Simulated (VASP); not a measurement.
# FeNi3 (Pm-3m) in VASP: notebook

Runs on FeNi3. Level: PBE. Tasks: single point.

Everything below comes from runs of VASP 6.6.1. Logs are shortened: lines on timing, memory, paths and dates and some standing lists are left out, and cuts for length are marked.

**1. The cell of the first run**

The structure is cubic, space group Pm-3m (No. 221). Conventional cell: a = 3.450 Å, b = 3.450 Å, c = 3.450 Å, α = 90.00°, β = 90.00°, γ = 90.00°. Fe (site symmetry m-3m) has 12 Ni at 2.44 Å within 3.2 Å. Ni (site symmetry 4/mmm) has 4 Fe at 2.44 Å and 8 Ni at 2.44 Å within 3.2 Å.

**2. Single point, PBE (10.27 Å³/atom)**

Input file INCAR:

```
SYSTEM = FeNi3
PREC = Accurate ; ENCUT = 520
EDIFF = 1E-6 ; ISMEAR = 0
SIGMA = 0.05 ; LREAL = .FALSE.
LASPH = .TRUE. ; NELM = 100
ALGO = Fast ; ISIF = 2
LWAVE = .FALSE. ; LCHARG = .FALSE.
GGA = PE ; NBANDS = 27
```

Input file KPOINTS:

```
Automatic mesh
0
G
  12 12 12
  0 0 0
```

Input file POSCAR:

```
FeNi3
1.0
    3.4501567495      0.0000000000      0.0000000000
    0.0000000000      3.4501567495      0.0000000000
    0.0000000000      0.0000000000      3.4501567495
Fe Ni
1 3
Direct
    0.0000000000      0.0000000000      0.0000000000
    0.0000000000      0.5000000000      0.5000000000
    0.5000000000      0.0000000000      0.5000000000
    0.5000000000      0.5000000000      0.0000000000
```

Potentials or basis: VASP PAW PBE potentials, release 64 (Fe, Ni).

Started as:

```sh
$ cat potpaw_PBE.64/Fe/POTCAR potpaw_PBE.64/Ni/POTCAR > POTCAR
$ mpirun -np 1 vasp_std > vasp.out
```

OUTCAR:

```text
SYSTEM = FeNi3
   PREC = Accurate
   ENCUT = 520
   EDIFF = 1E-6
   ISMEAR = 0
   LREAL = .FALSE.
   LASPH = .TRUE.
   NELM = 100
   ISIF = 2
   GGA = PE

 ion  position               nearest neighbor table
   1  0.000  0.000  0.000-   2 2.44   3 2.44   4 2.44   2 2.44   3 2.44   2 2.44   4 2.44   2 2.44
                             3 2.44   4 2.44   3 2.44   4 2.44
   2  0.000  0.500  0.500-   1 2.44   3 2.44   4 2.44   1 2.44   4 2.44   1 2.44   3 2.44   1 2.44
                             3 2.44   4 2.44   4 2.44   3 2.44
   3  0.500  0.000  0.500-   1 2.44   2 2.44   4 2.44   1 2.44   4 2.44   2 2.44   4 2.44   4 2.44
                             1 2.44   2 2.44   1 2.44   2 2.44
   4  0.500  0.500  0.000-   1 2.44   2 2.44   3 2.44   2 2.44   3 2.44   1 2.44   3 2.44   3 2.44
                             1 2.44   2 2.44   2 2.44   1 2.44

  LATTYP: Found a simple cubic cell.
 ALAT       =     3.4501567495

  Lattice vectors:

 A1 = (   3.4501567495,   0.0000000000,   0.0000000000)
 A2 = (   0.0000000000,   3.4501567495,   0.0000000000)
 A3 = (   0.0000000000,   0.0000000000,   3.4501567495)

Analysis of symmetry for initial positions (statically):
=====================================================================
 Subroutine PRICEL returns:
 Original cell was already a primitive cell.

 Routine SETGRP: Setting up the symmetry group for a
 simple cubic supercell.

 Subroutine GETGRP returns: Found 48 space group operations
 (whereof 48 operations were pure point group operations)
 out of a pool of 48 trial point group operations.

The static configuration has the point symmetry O_h .

Analysis of symmetry for dynamics (positions and initial velocities):
=====================================================================
 Subroutine PRICEL returns:
 Original cell was already a primitive cell.

 Routine SETGRP: Setting up the symmetry group for a
 simple cubic supercell.

 Subroutine GETGRP returns: Found 48 space group operations
 (whereof 48 operations were pure point group operations)
 out of a pool of 48 trial point group operations.

The dynamic configuration has the point symmetry O_h .

 Subroutine INISYM returns: Found 48 space group operations
 (whereof 48 operations are pure point group operations),
 and found     1 'primitive' translations

----------------------------------------------------------------------------------------

                                     Primitive cell

  volume of cell :      41.0692

[... 95 lines left out ...]
   NSW    =      0    number of steps for IOM
   IBRION =     -1    ionic relax: 0-MD 1-quasi-New 2-CG
   NFREE  =      0    steps in history (QN), initial steepest desc. (CG)
   ISIF   =      2    stress and relaxation
   ISYM   =      2    0-nonsym 1-usesym 2-fastsym
   POTIM  = 0.5000    time-step for ionic-motion
   TEBEG  =    0.0;   TEEND  =   0.0 temperature during run
   PSTRESS=    0.0 pullay stress
   NELECT =      38.0000    total number of electrons
   NUPDOWN=      -1.0000    fix difference up-down
   EMIN   =  10.00;   EMAX   =-10.00  energy-range for DOS
   EFERMI =   0.00;   METHOD = LEGACY
   ISMEAR =     0;   SIGMA  =   0.05  broadening in eV -4-tet -1-fermi 0-gaus
   EFERMI_NEDOS =   21; number of points for ismear=-14 and -15
   IALGO  =     68    algorithm
   IMIX   =      4    mixing-type and parameters
     AMIX     =   0.40;   BMIX     =  1.00
     AMIX_MAG =   1.60;   BMIX_MAG =  1.00
  volume/ion in A,a.u.               =      10.27        69.29
  Fermi-wavevector in a.u.,A,eV,Ry     =   1.595257  3.014598 34.624697  2.544843
  Thomas-Fermi vector in A             =   2.693203
   LORBIT       =      0    0 simple, 1 ext, 2 COOP (PROOUT), +10 PAW based schemes
   GGA     = PE    functional components
   LHFCALC =     F    Hartree Fock is set to
   AEXX    =    0.0000 exact exchange contribution
   IVDW    =     0    specifies the selected vdW correction
   LEPSILON=     F    determine dielectric tensor
   LRPA    =     F    only Hartree local field effects (RPA)
 non-spin polarized calculation
 RMM-DIIS sequential band-by-band and
 Gauss-broadening in eV      SIGMA  =   0.05
  energy-cutoff  :      520.00
  volume of cell :       41.07
 maximum number of plane-waves:      1141
 NGX is ok and might be reduce to    28
   NGX = 13   NGY = 13   NGZ = 13

 number of electron      37.9999979 magnetization

 Free energy of the ion-electron system (eV)
  ---------------------------------------------------
  ext. energy  EPLUGINS =         0.00000000
  ---------------------------------------------------
  free energy    TOTEN  =       -23.91077145 eV

  energy without entropy =      -23.89803736  energy(sigma->0) =      -23.90440441

 E-fermi :   9.3439     XC(G=0): -13.6394

 val. band max:        9.3420277044   @ k =   0.5000   0.2500   0.2500
 cond. band min:       9.3458394254   @ k =   0.4167   0.4167   0.4167
 fundamental gap:      0.0038117210
 Fermi energy:         9.3439413989

 k-point     1 :       0.0000    0.0000    0.0000
  band No.  band energies     occupation
      1       0.0634      2.00000
      2       4.4559      2.00000
      3       4.4559      2.00000
      4       4.5738      2.00000
      5       5.1525      2.00000
      6       5.1525      2.00000
[... 709 lines left out ...]
     26      21.0549      0.00000
     27      21.2811      0.00000

 [... further k-points ...]

------------------------ aborting loop because EDIFF is reached ----------------------------------------

  FORCE on cell =-STRESS in cart. coord.  units (eV):
  Direction    XX          YY          ZZ          XY          YZ          ZX
  --------------------------------------------------------------------------------------
  -------------------------------------------------------------------------------------
  Total        2.4625393      2.4625393      2.4625393      0.0000000      0.0000000     -0.0000000
  in kB       96.0676734     96.0676734     96.0676734      0.0000000      0.0000000     -0.0000000
  external PRESSURE =      96.0676734 kB  Pullay stress =       0.0000000 kB

 VOLUME and BASIS-vectors are now :
 -----------------------------------------------------------------------------
  energy-cutoff  :      520.00
  volume of cell :       41.07
      direct lattice vectors                 reciprocal lattice vectors
     3.450156750  0.000000000  0.000000000     0.289841904  0.000000000  0.000000000
     0.000000000  3.450156750  0.000000000     0.000000000  0.289841904  0.000000000
     0.000000000  0.000000000  3.450156750     0.000000000  0.000000000  0.289841904

 POSITION                                       TOTAL-FORCE (eV/Angst)
 -----------------------------------------------------------------------------------
      0.00000      0.00000      0.00000         0.000000      0.000000      0.000000
      0.00000      1.72508      1.72508         0.000000      0.000000      0.000000
      1.72508      0.00000      1.72508         0.000000      0.000000      0.000000
      1.72508      1.72508      0.00000         0.000000      0.000000      0.000000
 -----------------------------------------------------------------------------------
    total drift:                                0.000000      0.000000      0.000000

  FREE ENERGIE OF THE ION-ELECTRON SYSTEM (eV)
  ---------------------------------------------------
  free  energy   TOTEN  =       -23.9107714499 eV

  energy  without entropy=      -23.8980373608  energy(sigma->0) =      -23.90440441
```

stdout:

```text
POSCAR found type information on POSCAR FeNi
 POSCAR found :  2 types and       4 ions
 scaLAPACK will be used
 LDA part: xc-table for (Slater+PW92), standard interpolation
 POSCAR, INCAR and KPOINTS ok, starting setup
 FFT: planning ... GRIDC
 FFT: planning ... GRID_SOFT
 FFT: planning ... GRID
 WAVECAR not read
 entering main loop
```

Wall time 2.9 min (1 thread of Intel Xeon 8259CL, shared host); peak memory 0.21 GiB.

What came out:

| Quantity | Value |
| --- | --- |
| Free energy | -23.9108 eV |
| Pressure | 9.6 GPa |
| Band gap on the k mesh | zero (bands 19 and 20 overlap by 1.16 eV) |

Levels at points of the mesh, in eV from the Fermi level:
```
           k point  band 17  band 18  band 19  band 20  band 21  band 22
(0.00, 0.00, 0.00)     0.37     0.37     0.73     0.73     0.73     2.66
(0.50, 0.00, 0.00)    -0.72    -0.65    -0.33    -0.05    -0.01     0.71
(0.50, 0.50, 0.00)    -1.05    -0.56    -0.44    -0.44     1.40     1.40
(0.50, 0.50, 0.50)    -0.22    -0.22    -0.22     0.35     0.35     0.35
```

Caveat: the cell stands under pressure; the run has no spin polarisation, though such a crystal can be magnetic.

**3. Single point, PBE (10.48 Å³/atom)**

This run uses another cell than the first one, of 10.48 Å³/atom.

Input file INCAR:

```
SYSTEM = FeNi3
PREC = Accurate
ENCUT = 520
EDIFF = 1E-6
ISMEAR = 0
SIGMA = 0.05
LREAL = .False.
LASPH = .True.
NELM = 80
ALGO = Fast
ISIF = 2
LWAVE = .False.
LCHARG = .False.
GGA = PE
NBANDS = 27
```

Input file KPOINTS:

```
regular mesh
0
Gamma
  12 12 12
  0 0 0
```

Input file POSCAR:

```
FeNi3
1.0
    3.4739516859      0.0000000000      0.0000000000
    0.0000000000      3.4739516859      0.0000000000
    0.0000000000      0.0000000000      3.4739516859
Fe Ni
1 3
Direct
    0.0000000000      0.0000000000      0.0000000000
    0.0000000000      0.5000000000      0.5000000000
    0.5000000000      0.0000000000      0.5000000000
    0.5000000000      0.5000000000      0.0000000000
```

Potentials or basis: VASP PAW PBE potentials, release 64 (Fe, Ni).

Started as:

```sh
$ cat potpaw_PBE.64/Fe/POTCAR potpaw_PBE.64/Ni/POTCAR > POTCAR
$ mpirun -np 1 vasp_std > vasp.out
```

OUTCAR:

```text
SYSTEM = FeNi3
   PREC = Accurate
   ENCUT = 520
   EDIFF = 1E-6
   ISMEAR = 0
   LREAL = .False.
   LASPH = .True.
   NELM = 80
   ISIF = 2
   GGA = PE

 ion  position               nearest neighbor table
   1  0.000  0.000  0.000-   2 2.46   3 2.46   4 2.46   2 2.46   3 2.46   2 2.46   4 2.46   2 2.46
                             3 2.46   4 2.46   3 2.46   4 2.46
   2  0.000  0.500  0.500-   1 2.46   3 2.46   4 2.46   1 2.46   4 2.46   1 2.46   3 2.46   1 2.46
                             3 2.46   4 2.46   4 2.46   3 2.46
   3  0.500  0.000  0.500-   1 2.46   2 2.46   4 2.46   1 2.46   4 2.46   2 2.46   4 2.46   4 2.46
                             1 2.46   2 2.46   1 2.46   2 2.46
   4  0.500  0.500  0.000-   1 2.46   2 2.46   3 2.46   2 2.46   3 2.46   1 2.46   3 2.46   3 2.46
                             1 2.46   2 2.46   2 2.46   1 2.46

  LATTYP: Found a simple cubic cell.
 ALAT       =     3.4739516859

  Lattice vectors:

 A1 = (   3.4739516859,   0.0000000000,   0.0000000000)
 A2 = (   0.0000000000,   3.4739516859,   0.0000000000)
 A3 = (   0.0000000000,   0.0000000000,   3.4739516859)

Analysis of symmetry for initial positions (statically):
=====================================================================
 Subroutine PRICEL returns:
 Original cell was already a primitive cell.

 Routine SETGRP: Setting up the symmetry group for a
 simple cubic supercell.

 Subroutine GETGRP returns: Found 48 space group operations
 (whereof 48 operations were pure point group operations)
 out of a pool of 48 trial point group operations.

The static configuration has the point symmetry O_h .

Analysis of symmetry for dynamics (positions and initial velocities):
=====================================================================
 Subroutine PRICEL returns:
 Original cell was already a primitive cell.

 Routine SETGRP: Setting up the symmetry group for a
 simple cubic supercell.

 Subroutine GETGRP returns: Found 48 space group operations
 (whereof 48 operations were pure point group operations)
 out of a pool of 48 trial point group operations.

[... 126 lines left out ...]
  Fermi-wavevector in a.u.,A,eV,Ry     =   1.584330  2.993949 34.151996  2.510101
  Thomas-Fermi vector in A             =   2.683964
   LORBIT       =      0    0 simple, 1 ext, 2 COOP (PROOUT), +10 PAW based schemes
   GGA     = PE    functional components
   LHFCALC =     F    Hartree Fock is set to
   AEXX    =    0.0000 exact exchange contribution
   IVDW    =     0    specifies the selected vdW correction
   LEPSILON=     F    determine dielectric tensor
   LRPA    =     F    only Hartree local field effects (RPA)
 non-spin polarized calculation
 RMM-DIIS sequential band-by-band and
 Gauss-broadening in eV      SIGMA  =   0.05
  energy-cutoff  :      520.00
  volume of cell :       41.92
 maximum number of plane-waves:      1146
 NGX is ok and might be reduce to    28
   NGX = 13   NGY = 13   NGZ = 13

 number of electron      37.9999984 magnetization

 Free energy of the ion-electron system (eV)
  ---------------------------------------------------
  ext. energy  EPLUGINS =         0.00000000
  ---------------------------------------------------
  free energy    TOTEN  =       -23.94829688 eV

  energy without entropy =      -23.93525812  energy(sigma->0) =      -23.94177750

 E-fermi :   9.0509     XC(G=0): -13.5165

 val. band max:        9.0493610031   @ k =   0.3333   0.0833   0.0000
 cond. band min:       9.0533313203   @ k =   0.4167   0.4167   0.4167
 fundamental gap:      0.0039703171
 Fermi energy:         9.0508929539

 k-point     1 :       0.0000    0.0000    0.0000
  band No.  band energies     occupation
      1      -0.0833      2.00000
      2       4.3044      2.00000
      3       4.3044      2.00000
      4       4.4206      2.00000
      5       4.9845      2.00000
      6       4.9845      2.00000
[... 709 lines left out ...]
     26      20.5836      0.00000
     27      20.7879      0.00000

 [... further k-points ...]

------------------------ aborting loop because EDIFF is reached ----------------------------------------

  FORCE on cell =-STRESS in cart. coord.  units (eV):
  Direction    XX          YY          ZZ          XY          YZ          ZX
  --------------------------------------------------------------------------------------
  -------------------------------------------------------------------------------------
  Total        1.1567749      1.1567749      1.1567749      0.0000000     -0.0000000     -0.0000000
  in kB       44.2067022     44.2067022     44.2067022      0.0000000     -0.0000000     -0.0000000
  external PRESSURE =      44.2067022 kB  Pullay stress =       0.0000000 kB

 VOLUME and BASIS-vectors are now :
 -----------------------------------------------------------------------------
  energy-cutoff  :      520.00
  volume of cell :       41.92
      direct lattice vectors                 reciprocal lattice vectors
     3.473951686  0.000000000  0.000000000     0.287856623  0.000000000  0.000000000
     0.000000000  3.473951686  0.000000000     0.000000000  0.287856623  0.000000000
     0.000000000  0.000000000  3.473951686     0.000000000  0.000000000  0.287856623

 POSITION                                       TOTAL-FORCE (eV/Angst)
 -----------------------------------------------------------------------------------
      0.00000      0.00000      0.00000         0.000000      0.000000      0.000000
      0.00000      1.73698      1.73698         0.000000      0.000000      0.000000
      1.73698      0.00000      1.73698         0.000000      0.000000      0.000000
      1.73698      1.73698      0.00000         0.000000      0.000000      0.000000
 -----------------------------------------------------------------------------------
    total drift:                                0.000000      0.000000      0.000000

  FREE ENERGIE OF THE ION-ELECTRON SYSTEM (eV)
  ---------------------------------------------------
  free  energy   TOTEN  =       -23.9482968793 eV

  energy  without entropy=      -23.9352581238  energy(sigma->0) =      -23.94177750
```

stdout:

```text
POSCAR found type information on POSCAR FeNi
 POSCAR found :  2 types and       4 ions
 scaLAPACK will be used
 LDA part: xc-table for (Slater+PW92), standard interpolation
 POSCAR, INCAR and KPOINTS ok, starting setup
 FFT: planning ... GRIDC
 FFT: planning ... GRID_SOFT
 FFT: planning ... GRID
 WAVECAR not read
 entering main loop
```

Run time: 3.5 min. Hardware: 1 thread of Intel Xeon 8259CL, shared host; peak memory 0.22 GiB.

Results:

| Property | Result |
| --- | --- |
| Free energy | -23.9483 eV |
| Pressure | 4.4 GPa |
| Band gap on the k mesh | zero (bands 19 and 20 overlap by 1.13 eV) |

Levels at points of the mesh, in eV from the Fermi level:
```tsv
k point	band 15	band 16	band 17	band 18	band 19	band 20	band 21	band 22	band 23	band 24
(0.00, 0.00, 0.00)	-0.02	-0.02	0.36	0.36	0.71	0.71	0.71	2.64	2.64	2.64
(0.50, 0.00, 0.00)	-1.14	-0.70	-0.70	-0.63	-0.32	-0.05	-0.02	0.69	8.37	8.37
(0.50, 0.50, 0.00)	-1.49	-1.12	-1.02	-0.54	-0.42	-0.42	1.36	1.36	2.00	2.13
(0.50, 0.50, 0.50)	-0.24	-0.24	-0.19	-0.19	-0.19	0.34	0.34	0.34	0.39	0.39
```

Caveat: the cell stands under pressure; the run has no spin polarisation, though such a crystal can be magnetic. Spin polarisation is off, so any magnetic state and its effect on volume and gap are missing.

**4. Single point, PBE (10.53 Å³/atom)**

This run uses another cell than the first one, of 10.53 Å³/atom.

Input file INCAR:

```
PREC = Accurate
ENCUT = 520
EDIFF = 1E-6
ISMEAR = 0
SIGMA = 0.05
LREAL = F
LASPH = T
NELM = 80
ALGO = Normal
ISIF = 2
LWAVE = F
LCHARG = F
GGA = PE
NBANDS = 27
```

Input file KPOINTS:

```
Automatic mesh
0
Gamma
  12 12 12
```

Input file POSCAR:

```
FeNi3
1.0
    3.4793483390      0.0000000000      0.0000000000
    0.0000000000      3.4793483390      0.0000000000
    0.0000000000      0.0000000000      3.4793483390
Fe Ni
1 3
Direct
    0.0000000000      0.0000000000      0.0000000000
    0.0000000000      0.5000000000      0.5000000000
    0.5000000000      0.0000000000      0.5000000000
    0.5000000000      0.5000000000      0.0000000000
```

Started as:

```sh
$ cat potpaw_PBE.64/Fe/POTCAR potpaw_PBE.64/Ni/POTCAR > POTCAR
$ mpirun -np 1 vasp_std > vasp.out
```

It took 3.8 min on 1 thread of Intel Xeon 8259CL, shared host; peak memory 0.22 GiB.

The run converged. Its results:

| Item | Value |
| --- | --- |
| Free energy | -23.9531 eV |
| Pressure | 3.5 GPa |
| Band gap on the k mesh | zero (bands 19 and 20 overlap by 1.12 eV) |

Levels at points of the mesh, in eV from the Fermi level:
| k point | band 15 | band 16 | band 17 | band 18 | band 19 | band 20 | band 21 | band 22 | band 23 | band 24 |
| --- | --- | --- | --- | --- | --- | --- | --- | --- | --- | --- |
| (0.00, 0.00, 0.00) | -0.02 | -0.02 | 0.35 | 0.35 | 0.70 | 0.70 | 0.70 | 2.64 | 2.64 | 2.64 |
| (0.50, 0.00, 0.00) | -1.13 | -0.70 | -0.70 | -0.63 | -0.32 | -0.05 | -0.02 | 0.69 | 8.35 | 8.35 |
| (0.50, 0.50, 0.00) | -1.48 | -1.11 | -1.01 | -0.54 | -0.42 | -0.42 | 1.35 | 1.35 | 1.99 | 2.11 |
| (0.50, 0.50, 0.50) | -0.24 | -0.24 | -0.18 | -0.18 | -0.18 | 0.34 | 0.34 | 0.34 | 0.39 | 0.39 |

Caveat: the cell stands under pressure; the run has no spin polarisation, though such a crystal can be magnetic.

(Part 1 of 2 ends here.)
